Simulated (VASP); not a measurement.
# MgO (zincblende type) (F-43m) in VASP: a series of runs

MgO (zincblende type) is run at these levels: PBE; tasks: electric field gradients.

All numbers are computed with VASP 6.6.1; they aren't measurements. Logs are shortened: lines on timing, memory, paths and dates and some standing lists are left out, and cuts for length are marked.

## (1) The cell of the first run

The structure is cubic, space group F-43m (No. 216). Conventional cell: a = 4.581 Å, b = 4.581 Å, c = 4.581 Å, α = 90.00°, β = 90.00°, γ = 90.00°. Within 2.6 Å of Mg (site symmetry -43m) lie 4 O at 1.98 Å. O (site symmetry -43m) has 4 Mg at 1.98 Å within 2.6 Å.

## (2) Electric field gradients, PBE (volume scaled by 0.98)

File INCAR:

```
SYSTEM = MgO
ALGO = Normal
EDIFF = 1E-8
ENCUT = 520
GGA = PE
ISIF = 2
ISMEAR = -1
LASPH = .TRUE.
LCHARG = .FALSE.
LEFG = .TRUE.
LREAL = .FALSE.
LWAVE = .FALSE.
NBANDS = 11
NELM = 60
PREC = Accurate
SIGMA = 0.08
```

File KPOINTS:

```
k-points
0
G
  13 13 13
  0 0 0
```

File POSCAR:

```
MgO
1.0
    0.0000000000      2.2904179488      2.2904179488
    2.2904179488      0.0000000000      2.2904179488
    2.2904179488      2.2904179488      0.0000000000
Mg O
1 1
Direct
    0.0000000000      0.0000000000      0.0000000000
    0.2500000000      0.2500000000      0.2500000000
```

Potentials or basis: VASP PAW PBE potentials, release 64 (Mg, O).

Started as:

```sh
$ cat potpaw_PBE.64/Mg/POTCAR potpaw_PBE.64/O/POTCAR > POTCAR
$ mpirun -np 1 vasp_std > vasp.out
```

OUTCAR:

```text
SYSTEM = MgO
   EDIFF = 1E-8
   ENCUT = 520
   GGA = PE
   ISIF = 2
   ISMEAR = -1
   LASPH = .TRUE.
   LREAL = .FALSE.
   NELM = 60
   PREC = Accurate

 ion  position               nearest neighbor table
   1  0.000  0.000  0.000-   2 1.98   2 1.98   2 1.98   2 1.98
   2  0.250  0.250  0.250-   1 1.98   1 1.98   1 1.98   1 1.98

  LATTYP: Found a face centered cubic cell.
 ALAT       =     4.5808358976

  Lattice vectors:

 A1 = (   0.0000000000,   2.2904179488,   2.2904179488)
 A2 = (   2.2904179488,   0.0000000000,   2.2904179488)
 A3 = (   2.2904179488,   2.2904179488,   0.0000000000)

Analysis of symmetry for initial positions (statically):
=====================================================================
 Subroutine PRICEL returns:
 Original cell was already a primitive cell.

 Routine SETGRP: Setting up the symmetry group for a
 face centered cubic supercell.

 Subroutine GETGRP returns: Found 24 space group operations
 (whereof 24 operations were pure point group operations)
 out of a pool of 48 trial point group operations.

The static configuration has the point symmetry T_d .

Analysis of symmetry for dynamics (positions and initial velocities):
=====================================================================
 Subroutine PRICEL returns:
 Original cell was already a primitive cell.

 Routine SETGRP: Setting up the symmetry group for a
 face centered cubic supercell.

 Subroutine GETGRP returns: Found 24 space group operations
 (whereof 24 operations were pure point group operations)
 out of a pool of 48 trial point group operations.

The dynamic configuration has the point symmetry T_d .

 Subroutine INISYM returns: Found 24 space group operations
 (whereof 24 operations are pure point group operations),
 and found     1 'primitive' translations

----------------------------------------------------------------------------------------

                                     Primitive cell

  volume of cell :      24.0311

  direct lattice vectors                    reciprocal lattice vectors
     0.000000000  2.290417949  2.290417949    -0.218300769  0.218300769  0.218300769
     2.290417949  0.000000000  2.290417949     0.218300769 -0.218300769  0.218300769
     2.290417949  2.290417949  0.000000000     0.218300769  0.218300769 -0.218300769

  length of vectors
     3.239140127  3.239140127  3.239140127     0.378108024  0.378108024  0.378108024

  position of ions in fractional coordinates (direct lattice)
     0.000000000  0.000000000  0.000000000
     0.250000000  0.250000000  0.250000000

  ion indices of the primitive-cell ions
   primitive index   ion index
                 1           1
                 2           2

----------------------------------------------------------------------------------------

 KPOINTS: k-points

Automatic generation of k-mesh.
 Grid dimensions read from file:
 generate k-points for:   13   13   13

 Generating k-lattice:

  Cartesian coordinates                     Fractional coordinates (reciprocal lattice)
    -0.016792367  0.016792367  0.016792367     0.076923077  0.000000000  0.000000000
     0.016792367 -0.016792367  0.016792367     0.000000000  0.076923077  0.000000000
     0.016792367  0.016792367 -0.016792367     0.000000000  0.000000000  0.076923077

  Length of vectors
     0.029085233  0.029085233  0.029085233

  Shift w.r.t. Gamma in fractional coordinates (k-lattice)
     0.000000000  0.000000000  0.000000000

 Subroutine IBZKPT returns following result:
 ===========================================

 Found     84 irreducible k-points:

 Following reciprocal coordinates:
            Coordinates               Weight
  0.000000  0.000000  0.000000      1.000000
  0.076923  0.000000  0.000000      8.000000
  0.153846  0.000000  0.000000      8.000000
  0.230769  0.000000  0.000000      8.000000
  0.307692  0.000000  0.000000      8.000000
  0.384615  0.000000  0.000000      8.000000
[... 16 lines left out ...]
  0.384615  0.153846  0.000000     24.000000
  0.461538  0.153846  0.000000     24.000000
 [... further k-points ...]
   k-points           NKPTS =     84   k-points in BZ     NKDIM =     84   number of bands    NBANDS=     11
   number of dos      NEDOS =    301   number of ions     NIONS =      2
   total plane-waves  NPLWV =  13824
   dimension x,y,z NGX =    24 NGY =   24 NGZ =   24
   dimension x,y,z NGXF=    48 NGYF=   48 NGZF=   48
   ions per type =               1   1
   NGX,Y,Z   is equivalent  to a cutoff of  12.32, 12.32, 12.32 a.u.
   NGXF,Y,Z  is equivalent  to a cutoff of  24.64, 24.64, 24.64 a.u.
 SYSTEM =  MgO
   PREC   = accura    normal or accurate (medium, high low for compatibility)
   ISTART =      0    job   : 0-new  1-cont  2-samecut
   ICHARG =      2    charge: 1-file 2-atom 10-const
   ISPIN  =      1    spin polarized calculation?
   LNONCOLLINEAR =      F non collinear calculations
   LSORBIT =      F    spin-orbit coupling
   LASPH  =      T    aspherical Exc in radial PAW
   ENCUT  =  520.0 eV  38.22 Ry    6.18 a.u.   6.02  6.02  6.02*2*pi/ulx,y,z
   NELM   =     60;   NELMIN=  2; NELMDL= -5     # of ELM steps
   EDIFF  = 0.1E-07   stopping-criterion for ELM
   LREAL  =      F    real-space projection
   EDIFFG = 0.1E-06   stopping-criterion for IOM
   NSW    =      0    number of steps for IOM
   IBRION =     -1    ionic relax: 0-MD 1-quasi-New 2-CG
   NFREE  =      0    steps in history (QN), initial steepest desc. (CG)
   ISIF   =      2    stress and relaxation
   ISYM   =      2    0-nonsym 1-usesym 2-fastsym
   POTIM  = 0.5000    time-step for ionic-motion
   TEBEG  =    0.0;   TEEND  =   0.0 temperature during run
   PSTRESS=    0.0 pullay stress
   NELECT =       8.0000    total number of electrons
   NUPDOWN=      -1.0000    fix difference up-down
   EMIN   =  10.00;   EMAX   =-10.00  energy-range for DOS
   EFERMI =   0.00;   METHOD = LEGACY
   ISMEAR =    -1;   SIGMA  =   0.08  broadening in eV -4-tet -1-fermi 0-gaus
   EFERMI_NEDOS =   21; number of points for ismear=-14 and -15
   IALGO  =     38    algorithm
   IMIX   =      4    mixing-type and parameters
     AMIX     =   0.40;   BMIX     =  1.00
     AMIX_MAG =   1.60;   BMIX_MAG =  1.00
  volume/ion in A,a.u.               =      12.02        81.09
  Fermi-wavevector in a.u.,A,eV,Ry     =   1.134610  2.144103 17.515334  1.287341
  Thomas-Fermi vector in A             =   2.271314
   LORBIT       =      0    0 simple, 1 ext, 2 COOP (PROOUT), +10 PAW based schemes
   GGA     = PE    functional components
   LHFCALC =     F    Hartree Fock is set to
   AEXX    =    0.0000 exact exchange contribution
   IVDW    =     0    specifies the selected vdW correction
   LEPSILON=     F    determine dielectric tensor
   LRPA    =     F    only Hartree local field effects (RPA)
 non-spin polarized calculation
  energy-cutoff  :      520.00
  volume of cell :       24.03
 maximum number of plane-waves:       657
   NGX = 13   NGY = 13   NGZ = 13

 number of electron       8.0000005 magnetization

 Free energy of the ion-electron system (eV)
  ---------------------------------------------------
  ext. energy  EPLUGINS =         0.00000000
  ---------------------------------------------------
  free energy    TOTEN  =       -11.69815157 eV

  energy without entropy =      -11.69815157  energy(sigma->0) =      -11.69815157

 E-fermi :   2.5727     XC(G=0):  -9.6733

 val. band max:        0.7308318737   @ k =   0.0000   0.0000   0.0000
 cond. band min:       4.3100494014   @ k =   0.0000   0.0000   0.0000
 fundamental gap:      3.5792175276
 Fermi energy:         2.5726817580

 k-point     1 :       0.0000    0.0000    0.0000
  band No.  band energies     occupation
      1     -15.1379      2.00000
      2       0.7308      2.00000
      3       0.7308      2.00000
      4       0.7308      2.00000
      5       4.3100      0.00000
      6      17.4248      0.00000
      7      17.4248      0.00000
      8      17.4248      0.00000
      9      20.9468      0.00000
     10      20.9468      0.00000
     11      21.0156      0.00000
[... 309 lines left out ...]
 k-point    24 :       0.4615    0.1538    0.0000
  band No.  band energies     occupation
      1     -14.4774      2.00000
      2      -1.9129      2.00000
      3       0.1731      2.00000
      4       0.4048      2.00000
      5       8.7775      0.00000
      6      11.2579      0.00000
      7      14.5204      0.00000
      8      15.8669      0.00000
      9      19.5726      0.00000
     10      22.7712      0.00000
     11      22.8520      0.00000

 [... further k-points ...]

------------------------ aborting loop because EDIFF is reached ----------------------------------------

  FORCE on cell =-STRESS in cart. coord.  units (eV):
  Direction    XX          YY          ZZ          XY          YZ          ZX
  --------------------------------------------------------------------------------------
  -------------------------------------------------------------------------------------
  Total        0.3107604      0.3107604      0.3107604      0.0000000      0.0000000     -0.0000000
  in kB       20.7186766     20.7186766     20.7186766      0.0000000      0.0000000     -0.0000000
  external PRESSURE =      20.7186766 kB  Pullay stress =       0.0000000 kB

 VOLUME and BASIS-vectors are now :
 -----------------------------------------------------------------------------
  energy-cutoff  :      520.00
  volume of cell :       24.03
      direct lattice vectors                 reciprocal lattice vectors
     0.000000000  2.290417949  2.290417949    -0.218300769  0.218300769  0.218300769
     2.290417949  0.000000000  2.290417949     0.218300769 -0.218300769  0.218300769
     2.290417949  2.290417949  0.000000000     0.218300769  0.218300769 -0.218300769

 POSITION                                       TOTAL-FORCE (eV/Angst)
 -----------------------------------------------------------------------------------
      0.00000      0.00000      0.00000        -0.000000     -0.000000     -0.000000
      1.14521      1.14521      1.14521         0.000000      0.000000      0.000000
 -----------------------------------------------------------------------------------
    total drift:                               -0.000001     -0.000001     -0.000000

  FREE ENERGIE OF THE ION-ELECTRON SYSTEM (eV)
  ---------------------------------------------------
  free  energy   TOTEN  =       -11.6981515667 eV

  energy  without entropy=      -11.6981515666  energy(sigma->0) =      -11.69815157

 Electric field gradients (V/A^2)
---------------------------------------------------------------------
 ion       V_xx      V_yy      V_zz      V_xy      V_xz      V_yz
---------------------------------------------------------------------
   1      -0.000    -0.000    -0.000    -0.000    -0.000    -0.000
   2       0.000     0.000    -0.000     0.003     0.003     0.003
---------------------------------------------------------------------

 Electric field gradients after diagonalization (V/A^2)
 (convention: |V_zz| > |V_xx| > |V_yy|)
----------------------------------------------------------------------
 ion       V_xx      V_yy      V_zz     asymmetry (V_yy - V_xx)/ V_zz
----------------------------------------------------------------------
   1       0.000     0.000    -0.000       0.000
   2      -0.003    -0.003     0.006       0.000
----------------------------------------------------------------------

           NMR quadrupolar parameters

 Cq : quadrupolar parameter    Cq=e*Q*V_zz/h
 eta: asymmetry parameters     (V_yy - V_xx)/ V_zz
 Q  : nuclear electric quadrupole moment in mb (millibarn)
----------------------------------------------------------------------
 ion       Cq(MHz)       eta       Q (mb)
----------------------------------------------------------------------
   1      -0.000       0.000       1.000
   2       0.000       0.000       1.000
----------------------------------------------------------------------
```

Run time: 7 s. Hardware: 1 thread of Intel Xeon 6975P-C (Granite Rapids), shared host; peak memory 0.14 GiB.

What came out:

```yaml
Free_energy: -11.6982 eV
Pressure: 2.1 GPa
Band_gap_on_the_k_mesh: 3.58 eV, direct
```

Caveat: without QUAD_EFG the Cq values of the log hold for a quadrupole moment of 1 mb, not for the nuclei. A k mesh can miss the band edges.

(Continued in part 2 of 3.)
